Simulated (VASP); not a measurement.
# B3C2 (P-6m2) in VASP: notebook

The runs below take B3C2 through single point, relaxation of cell and atoms, with PBE.

Program: VASP 6.6.1. These are calculated values, not measurements. Logs are shortened: lines on timing, memory, paths and dates and some standing lists are left out, and cuts for length are marked.

**1. The cell of the first run**

Symmetry: P-6m2, No. 187, hexagonal system. Conventional cell: a = 2.729 Å, b = 2.729 Å, c = 7.080 Å, α = 90.00°, β = 90.00°, γ = 120.00°. Within 2.1 Å of B (site symmetry 3m) lie 3 C at 1.58 Å and 1 B at 1.65 Å. Within 2.3 Å of B (site symmetry -6m2) lie 2 B at 1.65 Å and 6 C at 2.27 Å. C (site symmetry 3m) has 3 B at 1.58 Å within 2.1 Å.

The cell was built from a structure type or drawn by symmetry, and may not be a known phase.

**2. Single point, PBE**

File INCAR:

```
SYSTEM = B3C2
  PREC = Accurate
  ENCUT = 520
  EDIFF = 1E-6
  ISMEAR = 0
  SIGMA = 0.1
  LREAL = .False.
  LASPH = .True.
  NELM = 100
  ALGO = Normal
  ISIF = 2
  LWAVE = .False.
  LCHARG = .True.
  GGA = PE
  LELF = .True.
  LVHAR = .True.
  NBANDS = 16
```

File KPOINTS:

```
regular mesh
0
Gamma
  6 6 4
  0 0 0
```

File POSCAR:

```
B3C2
1.0
    2.7285893392      0.0000000027      0.0000000000
   -1.3642946719      2.3630276829      0.0000000000
    0.0000000000      0.0000000000      7.0804714419
B C
3 2
Direct
    0.6666666667      0.3333333333      0.7672310774
    0.6666666667      0.3333333333      0.2327689226
    0.6666666667      0.3333333333      0.0000000000
    0.3333333333      0.6666666667      0.7690597105
    0.3333333333      0.6666666667      0.2309402895
```

Potentials or basis: VASP PAW PBE potentials, release 64 (B, C).

Launch:

```console
> cat potpaw_PBE.64/B/POTCAR potpaw_PBE.64/C/POTCAR > POTCAR
> mpirun -np 1 vasp_std > vasp.out
```

OUTCAR:

```text
SYSTEM = B3C2
   PREC = Accurate
   ENCUT = 520
   EDIFF = 1E-6
   ISMEAR = 0
   LREAL = .False.
   LASPH = .True.
   NELM = 100
   ISIF = 2
   GGA = PE

 ion  position               nearest neighbor table
   1  0.667  0.333  0.767-   4 1.58   4 1.58   4 1.58   3 1.65
   2  0.667  0.333  0.233-   5 1.58   5 1.58   5 1.58   3 1.65
   3  0.667  0.333  0.000-   1 1.65   2 1.65
   4  0.333  0.667  0.769-   1 1.58   1 1.58   1 1.58
   5  0.333  0.667  0.231-   2 1.58   2 1.58   2 1.58

  LATTYP: Found a hexagonal cell.
 ALAT       =     2.7285893392
 C/A-ratio  =     2.5949201443

  Lattice vectors:

 A1 = (   2.7285893392,   0.0000000027,   0.0000000000)
 A2 = (  -1.3642946719,   2.3630276829,   0.0000000000)
 A3 = (   0.0000000000,   0.0000000000,   7.0804714419)

Analysis of symmetry for initial positions (statically):
=====================================================================
 Subroutine PRICEL returns:
 Original cell was already a primitive cell.

 Routine SETGRP: Setting up the symmetry group for a
 hexagonal supercell.

 Subroutine GETGRP returns: Found 12 space group operations
 (whereof 12 operations were pure point group operations)
 out of a pool of 24 trial point group operations.

The static configuration has the point symmetry D_3h.

Analysis of symmetry for dynamics (positions and initial velocities):
=====================================================================
 Subroutine PRICEL returns:
 Original cell was already a primitive cell.

 Routine SETGRP: Setting up the symmetry group for a
 hexagonal supercell.

 Subroutine GETGRP returns: Found 12 space group operations
 (whereof 12 operations were pure point group operations)
 out of a pool of 24 trial point group operations.

The dynamic configuration has the point symmetry D_3h.

 Subroutine INISYM returns: Found 12 space group operations
 (whereof 12 operations are pure point group operations),
 and found     1 'primitive' translations

----------------------------------------------------------------------------------------

                                     Primitive cell

  volume of cell :      45.6530

  direct lattice vectors                    reciprocal lattice vectors
     2.728589339  0.000000003  0.000000000     0.366489741  0.211592951  0.000000000
    -1.364294672  2.363027683  0.000000000    -0.000000000  0.423185901  0.000000000
     0.000000000  0.000000000  7.080471442     0.000000000  0.000000000  0.141233533

  length of vectors
     2.728589339  2.728589339  7.080471442     0.423185901  0.423185901  0.141233533

  position of ions in fractional coordinates (direct lattice)
     0.666666667  0.333333333  0.767231077
     0.666666667  0.333333333  0.232768923
     0.666666667  0.333333333  0.000000000
     0.333333333  0.666666667  0.769059711
     0.333333333  0.666666667  0.230940289

  ion indices of the primitive-cell ions
   primitive index   ion index
                 1           1
                 2           2
                 3           3
                 4           4
                 5           5

----------------------------------------------------------------------------------------

 KPOINTS: regular mesh

Automatic generation of k-mesh.
 Grid dimensions read from file:
 generate k-points for:    6    6    4

 Generating k-lattice:

  Cartesian coordinates                     Fractional coordinates (reciprocal lattice)
     0.061081623  0.035265492  0.000000000     0.166666667  0.000000000  0.000000000
    -0.000000000  0.070530984  0.000000000     0.000000000  0.166666667  0.000000000
     0.000000000  0.000000000  0.035308383     0.000000000  0.000000000  0.250000000

  Length of vectors
     0.070530984  0.070530984  0.035308383

  Shift w.r.t. Gamma in fractional coordinates (k-lattice)
     0.000000000  0.000000000  0.000000000

 Subroutine IBZKPT returns following result:
 ===========================================

 Found     21 irreducible k-points:

 Following reciprocal coordinates:
            Coordinates               Weight
[... 54 lines left out ...]
  band No.  band energies     occupation
      1      -8.2579      2.00000
      2      -7.4118      2.00000
      3      -6.2829      2.00000
      4      -5.2535      2.00000
      5      -0.6173      2.00000
      6      -0.0365      2.00000
[... 8 lines left out ...]
     15      11.6905      0.00000
     16      15.1790      0.00000

 k-point     5 :       0.1667    0.1667    0.0000
  band No.  band energies     occupation
      1     -10.6969      2.00000
      2      -9.6337      2.00000
      3      -3.6005      2.00000
      4      -1.5722      2.00000
      5      -1.4352      2.00000
      6      -0.1858      2.00000
[... 8 lines left out ...]
     15      14.0275      0.00000
     16      14.5432      0.00000

 k-point     6 :       0.3333    0.1667    0.0000
  band No.  band energies     occupation
      1      -8.6690      2.00000
      2      -7.7538      2.00000
      3      -5.0570      2.00000
      4      -4.1397      2.00000
      5      -1.8341      2.00000
      6      -1.0173      2.00000
[... 8 lines left out ...]
     15      13.7301      0.00000
     16      15.4835      0.00000
[... 210 lines left out ...]
 k-point    18 :       0.5000    0.0000    0.5000
  band No.  band energies     occupation
      1      -8.2282      2.00000
      2      -7.4587      2.00000
      3      -6.2588      2.00000
      4      -5.2948      2.00000
      5      -0.3858      2.00000
      6      -0.0229      2.00000
[... 8 lines left out ...]
     15      12.6126      0.00000
     16      14.7128      0.00000

 k-point    19 :       0.1667    0.1667    0.5000
  band No.  band energies     occupation
      1     -10.6652      2.00000
      2      -9.6909      2.00000
      3      -3.3834      2.00000
      4      -1.6791      2.00000
      5      -1.3265      2.00000
      6      -0.2252      2.00000
[... 8 lines left out ...]
     15      13.9901      0.00000
     16      14.9848      0.00000

 k-point    20 :       0.3333    0.1667    0.5000
  band No.  band energies     occupation
      1      -8.6392      2.00000
      2      -7.8028      2.00000
      3      -5.0342      2.00000
      4      -4.1744      2.00000
      5      -1.7921      2.00000
      6      -1.0497      2.00000
[... 8 lines left out ...]
     15      14.1508      0.00000
     16      14.4747      0.00000

 k-point    21 :       0.3333    0.3333    0.5000
  band No.  band energies     occupation
      1      -7.2407      2.00000
      2      -6.5840      2.00000
      3      -5.5009      2.00000
      4      -4.5571      2.00000
      5      -3.7646      2.00000
      6      -2.9411      2.00000
[... 8 lines left out ...]
     15      13.6170      0.00000
     16      17.8443      0.00000

------------------------ aborting loop because EDIFF is reached ----------------------------------------

  FORCE on cell =-STRESS in cart. coord.  units (eV):
  Direction    XX          YY          ZZ          XY          YZ          ZX
  --------------------------------------------------------------------------------------
  -------------------------------------------------------------------------------------
  Total        0.0416141      0.0416141      0.0499109      0.0000000      0.0000000     -0.0000000
  in kB        1.4604346      1.4604346      1.7516088      0.0000000      0.0000000     -0.0000000
  external PRESSURE =       1.5574926 kB  Pullay stress =       0.0000000 kB

 VOLUME and BASIS-vectors are now :
 -----------------------------------------------------------------------------
  energy-cutoff  :      520.00
  volume of cell :       45.65
      direct lattice vectors                 reciprocal lattice vectors
     2.728589339  0.000000003  0.000000000     0.366489741  0.211592951  0.000000000
    -1.364294672  2.363027683  0.000000000    -0.000000000  0.423185901  0.000000000
     0.000000000  0.000000000  7.080471442     0.000000000  0.000000000  0.141233533

 POSITION                                       TOTAL-FORCE (eV/Angst)
 -----------------------------------------------------------------------------------
      1.36429      0.78768      5.43236        -0.000000      0.000000     -0.018864
      1.36429      0.78768      1.64811        -0.000000      0.000000      0.018864
      1.36429      0.78768      0.00000         0.000000     -0.000000      0.000000
     -0.00000      1.57535      5.44531         0.000000     -0.000000      0.020859
     -0.00000      1.57535      1.63517         0.000000     -0.000000     -0.020859
 -----------------------------------------------------------------------------------
    total drift:                                0.000001     -0.000001     -0.000000

  FREE ENERGIE OF THE ION-ELECTRON SYSTEM (eV)
  ---------------------------------------------------
  free  energy   TOTEN  =       -35.2157482398 eV

  energy  without entropy=      -35.2103780911  energy(sigma->0) =      -35.21306317
```

It took 23 s on 1 thread of AMD EPYC 7R13, shared host; peak memory 0.12 GiB.

Results:

| Property | Result |
| --- | --- |
| Free energy | -35.2157 eV |
| Pressure | 0.2 GPa |
| Largest force | 0.021 eV/Å |
| Band gap on the k mesh | zero (an odd number of electrons rules out a gap without spin polarisation) |

Forces on the atoms (eV/Å):
```
B    0.000  0.000 -0.019
B    0.000  0.000  0.019
B    0.000  0.000  0.000
C    0.000  0.000  0.021
C    0.000  0.000 -0.021
```

Levels at points of the mesh, in eV from the Fermi level:
```
           k point  band 5  band 6  band 7  band 8  band 9  band 10  band 11  band 12
(0.00, 0.00, 0.00)   -1.23   -1.23   -0.81   -0.81    0.99     5.27     5.42     5.42
(0.50, 0.00, 0.00)   -4.61   -4.03   -3.48   -2.70   -2.03     1.27     3.48     4.54
(0.00, 0.00, 0.50)   -1.22   -1.22   -0.82   -0.82    2.39     4.02     5.43     5.43
(0.50, 0.00, 0.50)   -4.38   -4.02   -3.49   -2.52   -2.40     0.85     3.82     4.56
```

Caveat: the k points lie up to 0.44 Å⁻¹ apart, too coarse for converged energies and pressures of a metal; this functional lacks dispersion, which binds the layers, so the pressure and a relaxed spacing across them are unreliable.

**3. Single point, PBE**

This run uses another cell than the first one, of 9.51 Å³/atom.

File INCAR:

```
SYSTEM = B3C2
PREC = Accurate
ENCUT = 520
EDIFF = 1E-6
ISMEAR = 0
SIGMA = 0.1
LREAL = .False.
LASPH = .True.
NELM = 60
ALGO = Normal
ISIF = 2
LWAVE = .False.
LCHARG = .False.
GGA = PE
NBANDS = 16
```

File KPOINTS:

```
Automatic mesh
0
Gamma
  6 6 4
  0 0 0
```

File POSCAR:

```
B3C2
1.0
    2.9224546700      0.0000000000      0.0000000000
   -1.4612273400      2.5309199900      0.0000000000
    0.0000000000      0.0000000000      6.4318082200
B C
3 2
Direct
    0.6666666700      0.3333333300      0.6475002000
    0.6666666700      0.3333333300      0.3524998000
    0.6666666700      0.3333333300      0.0000000000
    0.3333333300      0.6666666700      0.9056714100
    0.3333333300      0.6666666700      0.0943285900
```

Potentials or basis: VASP PAW PBE potentials, release 64 (B, C).

Launch:

```console
> cat potpaw_PBE.64/B/POTCAR potpaw_PBE.64/C/POTCAR > POTCAR
> mpirun -np 1 vasp_std > vasp.out
```

Wall time 30 s (1 thread of AMD EPYC 7R13, shared host); peak memory 0.13 GiB.

It converged, with:

```yaml
Free_energy: -25.6514 eV
Pressure: 0.7 GPa
Largest_force: 12.975 eV/Å
Band_gap_on_the_k_mesh: zero (an odd number of electrons rules out a gap without spin polarisation)
```

Forces on the atoms (eV/Å):
```
B     0.000   0.000  -0.866
B     0.000   0.000   0.866
B     0.000   0.000   0.000
C     0.000   0.000 -12.975
C     0.000   0.000  12.975
```

Stress tensor (GPa, compression positive):
```
-18.15   0.00   0.00
  0.00 -18.15   0.00
  0.00   0.00  38.49
```

Levels at points of the mesh, in eV from the Fermi level:
| k point | band 6 | band 7 | band 8 | band 9 | band 10 | band 11 |
| --- | --- | --- | --- | --- | --- | --- |
| (0.00, 0.00, 0.00) | -6.45 | -1.88 | 1.55 | 2.73 | 2.73 | 3.31 |
| (0.50, 0.00, 0.00) | -6.09 | -5.62 | -1.86 | 0.94 | 1.38 | 1.42 |
| (0.00, 0.00, 0.50) | -6.81 | -1.09 | 2.29 | 2.84 | 2.84 | 2.85 |
| (0.50, 0.00, 0.50) | -5.87 | -5.04 | -1.65 | -1.56 | 0.74 | 0.98 |

Caveat: the k points lie up to 0.41 Å⁻¹ apart, too coarse for converged energies and pressures of a metal; forces of over 1 eV/Å act on the atoms, so gaps and moduli don't describe the material at rest.

**4. Relaxation of cell and atoms, PBE**

This run uses another cell than the first one, of 9.51 Å³/atom.

File INCAR:

```
SYSTEM = B3C2
PREC = Accurate ; ENCUT = 600
EDIFF = 1E-7 ; ISMEAR = 0
SIGMA = 0.1 ; LREAL = .FALSE.
LASPH = .TRUE. ; NELM = 80
ALGO = Normal ; ISIF = 3
LWAVE = .FALSE. ; LCHARG = .FALSE.
GGA = PE ; IBRION = 2
NSW = 90 ; EDIFFG = -0.04
```

File KPOINTS:

```
regular mesh
0
G
  6 6 4
  0 0 0
```

POSCAR is that of step 3.

Launch:

```console
> cat potpaw_PBE.64/B/POTCAR potpaw_PBE.64/C/POTCAR > POTCAR
> mpirun -np 1 vasp_std > vasp.out
```

Wall time 12 min (1 thread of AMD EPYC 7R13, shared host); peak memory 0.15 GiB.

Results (log left out):

| Quantity | Value |
| --- | --- |
| Free energy | -35.2223 eV |
| Relaxed volume | 8.93 Å³/atom |
| Relaxed cell | a = 2.728 Å, b = 2.728 Å, c = 6.927 Å, α = 90.00°, β = 90.00°, γ = 120.00° |
| Space group after relaxing (to 0.1 Å) | P-6m2 (No. 187) |
| Energy gained by relaxing | 1913.3 meV/atom |
| Ionic steps | 52 |
| Pressure after relaxing | 0.1 GPa |
| Largest force after relaxing | 0.004 eV/Å |
| Band gap on the k mesh | zero (an odd number of electrons rules out a gap without spin polarisation) |

Forces on the atoms (eV/Å):
```
B    0.000  0.000 -0.004
B    0.000  0.000  0.004
B    0.000  0.000  0.000
C    0.000  0.000 -0.004
C    0.000  0.000  0.004
```

Stress tensor (GPa, compression positive):
```
-0.01  0.00  0.00
 0.00 -0.01  0.00
 0.00  0.00  0.46
```

The path:
```csv
step,energy change (eV),largest force (eV/Å),pressure (GPa),volume (Å³)
1,0.0000,12.9652,0.61,47.57
3,-1.9682,1.6767,-47.19,47.41
5,-6.4019,2.1601,12.11,31.98
7,-8.4385,1.3238,24.19,30.62
9,-8.7013,0.2715,0.38,33.47
11,-8.7656,0.5744,0.11,33.92
13,-8.9576,0.3040,13.31,34.73
15,-8.9978,0.4367,17.63,34.93
17,-9.0068,0.8653,19.64,35.07
19,-9.0174,1.0334,20.07,35.19
21,-9.0239,1.8381,22.08,35.71
23,-9.0433,1.4742,20.91,35.58
25,-9.1618,1.1990,17.29,36.25
27,-9.4265,0.4708,5.18,38.99
29,-9.4454,0.6558,0.81,40.26
31,-9.4542,0.5757,1.08,40.13
33,-9.4682,0.6608,0.42,39.85
35,-9.4808,0.3131,0.63,40.00
37,-9.5035,0.0511,0.21,40.44
39,-9.5218,0.1372,1.41,40.70
41,-9.5285,0.2521,2.96,40.99
43,-9.5530,0.2276,0.10,42.60
45,-9.5595,0.1144,-1.96,44.04
47,-9.5652,0.0943,-0.10,44.55
49,-9.5660,0.0544,0.14,44.59
51,-9.5665,0.0507,-0.17,44.68
52,-9.5667,0.0044,0.15,44.65
```

Final structure:
```
CELL_PARAMETERS angstrom
2.72817 0.00000 0.00000
-1.36409 2.36267 0.00000
0.00000 0.00000 6.92702
ATOMIC_POSITIONS crystal
B 0.66667 0.33333 0.76219
B 0.66667 0.33333 0.23781
B 0.66667 0.33333 0.00000
C 0.33333 0.66667 0.76452
C 0.33333 0.66667 0.23548
```

Levels at points of the mesh, in eV from the Fermi level:
```
           k point  band 6  band 7  band 8  band 9  band 10  band 11
(0.00, 0.00, 0.00)   -1.23   -0.80   -0.80    1.00     5.35     5.43
(0.50, 0.00, 0.00)   -4.03   -3.46   -2.71   -1.95     1.34     3.48
(0.00, 0.00, 0.50)   -1.22   -0.82   -0.82    2.54     4.11     5.44
(0.50, 0.00, 0.50)   -4.01   -3.49   -2.47   -2.44     0.82     3.88
```

Caveat: the k points lie up to 0.44 Å⁻¹ apart in the final cell, too coarse for converged energies and pressures of a metal; this functional lacks dispersion, which binds the layers, so the pressure and a relaxed spacing across them are unreliable.

**5. Single point, PBE, collinear spin**

File INCAR:

```
ALGO = Normal
EDIFF = 1E-7
ENCUT = 520
GGA = PE
ISIF = 2
ISMEAR = 0
ISPIN = 2
LASPH = True
LCHARG = False
LORBIT = 11
LREAL = False
LWAVE = False
MAGMOM = 0 0 0 1 1
NBANDS = 20
NELM = 150
PREC = Accurate
SIGMA = 0.1
```

File KPOINTS:

```
k-points
0
Gamma
  6 6 4
```

File POSCAR:

```
B3C2
1.0
    2.7285893392      0.0000000000      0.0000000000
   -1.3642946696      2.3630276842      0.0000000000
    0.0000000000      0.0000000000      7.0804714419
B C
3 2
Direct
    0.6666666667      0.3333333333      0.7672310774
    0.6666666667      0.3333333333      0.2327689226
    0.6666666667      0.3333333333      0.0000000000
    0.3333333333      0.6666666667      0.7690597105
    0.3333333333      0.6666666667      0.2309402895
```

Launch:

```console
> cat potpaw_PBE.64/B/POTCAR potpaw_PBE.64/C/POTCAR > POTCAR
> mpirun -np 1 vasp_std > vasp.out
```

It took 62 s on 1 thread of AMD EPYC 7R13, shared host; peak memory 0.15 GiB.

Results (log left out):

```yaml
Free_energy: -35.2157 eV
Pressure: 0.2 GPa
Largest_force: 0.021 eV/Å
Net_moment: 0.00 μB per cell
Valence_electrons_inside_the_program's_atomic_spheres: B 2.21, 1.71 (each value once); C 2.44
```

Forces in eV/Å, atoms in the order of the input:
```
B    0.000  0.000 -0.018
B    0.000  0.000  0.018
B    0.000  0.000  0.000
C    0.000  0.000  0.021
C    0.000  0.000 -0.021
```

Levels at points of the mesh, in eV from the Fermi level:
Spin up:
```
           k point  band 5  band 6  band 7  band 8  band 9  band 10  band 11  band 12
(0.00, 0.00, 0.00)   -1.23   -1.23   -0.81   -0.81    0.99     5.27     5.42     5.42
(0.50, 0.00, 0.00)   -4.61   -4.03   -3.48   -2.70   -2.03     1.27     3.48     4.54
(0.00, 0.00, 0.50)   -1.22   -1.22   -0.82   -0.82    2.39     4.02     5.43     5.43
(0.50, 0.00, 0.50)   -4.38   -4.02   -3.49   -2.52   -2.40     0.85     3.82     4.56
```
Spin down:
```tsv
k point	band 4	band 5	band 6	band 7	band 8	band 9	band 10	band 11	band 12	band 13
(0.00, 0.00, 0.00)	-5.86	-1.23	-1.23	-0.81	-0.81	0.99	5.27	5.42	5.42	7.58
(0.50, 0.00, 0.00)	-9.25	-4.61	-4.03	-3.48	-2.70	-2.03	1.27	3.48	4.54	6.87
(0.00, 0.00, 0.50)	-6.44	-1.22	-1.22	-0.82	-0.82	2.39	4.02	5.43	5.43	7.70
(0.50, 0.00, 0.50)	-9.29	-4.38	-4.02	-3.49	-2.52	-2.40	0.85	3.82	4.56	6.51
```

Caveat: the k points lie up to 0.44 Å⁻¹ apart; this functional lacks dispersion, which binds the layers, so the pressure and a relaxed spacing across them are unreliable.

**6. Summary**

```tsv
task	spin	cell	cutoff (eV)	gap on the mesh (eV)	pressure (GPa)	largest force (eV/Å)
single point	off	a = 2.729, b = 2.729, c = 7.080 Å, angles 90.0, 90.0, 120.0°, 5 atoms, atomic positions A	520	none	0.2	0.02
single point	off	a = 2.922, b = 2.922, c = 6.432 Å, angles 90.0, 90.0, 120.0°, 5 atoms, atomic positions B	520	none	0.7	12.98
relaxation of cell and atoms	off	relaxed from a = 2.922, b = 2.922, c = 6.432 Å, angles 90.0, 90.0, 120.0°, 5 atoms, atomic positions B	600	none	0.1	-
single point	collinear	a = 2.729, b = 2.729, c = 7.080 Å, angles 90.0, 90.0, 120.0°, 5 atoms, atomic positions A	520	none	0.2	0.02
```

Alike in all rows: level PBE; potentials or basis VASP PAW PBE potentials, release 64 (B, C); k mesh 6 × 6 × 4; smearing gaussian 0.1 eV.

Caveats: all runs use coarse meshes; this functional lacks dispersion, which binds the layers, so the pressure and a relaxed spacing across them are unreliable (at least some runs); forces of over 1 eV/Å act on the atoms, so gaps and moduli don't describe the material at rest (at least some runs).

Total energies depend on the potentials used, so only differences within one code and one set of settings carry meaning.
